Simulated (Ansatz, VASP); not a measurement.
One calculation of ScAl3, two programs

INCAR

```
PREC = Accurate ; ENCUT = 520
EDIFF = 1E-6 ; ISMEAR = -1
SIGMA = 0.05 ; LREAL = False
LASPH = True ; NELM = 80
ALGO = Normal ; ISIF = 2
LWAVE = False ; LCHARG = False
GGA = B5 ; ALDAX = 1.0
AGGAX = 1.0 ; AGGAC = 1.0
ALDAC = 0.0 ; NBANDS = 18
```

File KPOINTS:

```
Automatic mesh
0
Gamma
  7 7 7
```

POSCAR

```
ScAl3
1.0
    4.0878065700      0.0000000000      0.0000000000
    0.0000000000      4.0878065700      0.0000000000
    0.0000000000      0.0000000000      4.0878065700
Sc Al
1 3
Direct
    0.0000000000      0.0000000000      0.0000000000
    0.5000000000      0.5000000000      0.0000000000
    0.0000000000      0.5000000000      0.5000000000
    0.5000000000      0.0000000000      0.5000000000
```

Contents of input.yaml:

```yaml
crystal:
  lattice:
    - [4.08780657, 0.0, 0.0]
    - [0.0, 4.08780657, 0.0]
    - [0.0, 0.0, 4.08780657]
  atoms:
    - { symbol: Sc, position: [0.0, 0.0, 0.0] }
    - { symbol: Al, position: [0.5, 0.5, 0.0] }
    - { symbol: Al, position: [0.0, 0.5, 0.5] }
    - { symbol: Al, position: [0.5, 0.0, 0.5] }
hamiltonian:
  xc: blyp
  pseudopotentials: { kind: paw }
kpoints:
  mp_grid: { grid: [7, 7, 7] }
  band_path:
    path:
      - [[0.0, 0.0, 0.0], [0.0, 0.5, 0.0], [0.5, 0.5, 0.0], [0.0, 0.0, 0.0], [0.5, 0.5, 0.5], [0.0, 0.5, 0.0]]
      - [[0.5, 0.5, 0.0], [0.5, 0.5, 0.5]]
    npoints: 14
scf:
  occupations: { method: fermi_dirac, width: 0.05 }
  n_extra_bands: 10
output:
  forces: true
  stress: true
  eigenvalues: true
  fatbands: false
```

Alike in both runs: functional BLYP; k mesh 7 × 7 × 7; occupations fermi-dirac, width 0.05 eV; no spin polarisation.

|  | VASP | Ansatz |
| --- | --- | --- |
| version | VASP 6.6.1 | Ansatz 0.2.0 |
| potentials or method | VASP PAW PBE potentials, release 64 (Sc_sv, Al) | Ansatz PAW |
| plane-wave cutoff (eV) | 520 | 420 |
| valence electrons in the cell | 20 | 20 |
| task | single point | band structure |

VASP gave:

* gap on the k mesh at the Fermi level (eV): none
* pressure (GPa): 3.9

**Question.** Which values does Ansatz return?

**Answer.** gap on the k mesh at the Fermi level (eV): none; pressure (GPa): 3.8.

VASP's potentials were made for PBE, not for BLYP. A gap of «none» marks a metal or a gap that the smearing closes.
